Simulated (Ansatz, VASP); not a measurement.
## CaB2 in VASP and in Ansatz

```
CELL_PARAMETERS angstrom
-1.78596 1.78596 5.77492
1.78596 -1.78596 5.77492
1.78596 1.78596 -5.77492
ATOMIC_POSITIONS crystal
Ca 0.00000 0.00000 0.00000
Ca 0.75000 0.25000 0.50000
B 0.41882 0.41882 0.00000
B 0.16882 0.66882 0.50000
B 0.33118 0.83118 0.50000
B 0.58118 0.58118 0.00000
```

Alike in both runs: functional PBE; k mesh 8 × 8 × 8; occupations gaussian, width 0.1 eV; no spin polarisation.

Ansatz relaxed the structure, and its values are those at the end. VASP's run is a single point on that final structure, the one shown.

```csv
,VASP,Ansatz
version,VASP 6.6.1,Ansatz 0.2.0
potentials or method,"VASP PAW PBE potentials, release 64 (Ca_sv, B), cutoff 520 eV","scalar-relativistic, plane waves, PAW"
valence electrons in the cell,32,32
```

Ansatz gave:

- gap on the k mesh at the Fermi level (eV): none
- pressure (GPa): 0.0

Estimate VASP's values.

gap on the k mesh at the Fermi level (eV): none; pressure (GPa): 0.4.

A gap of «none» marks a metal or a gap that the smearing closes.
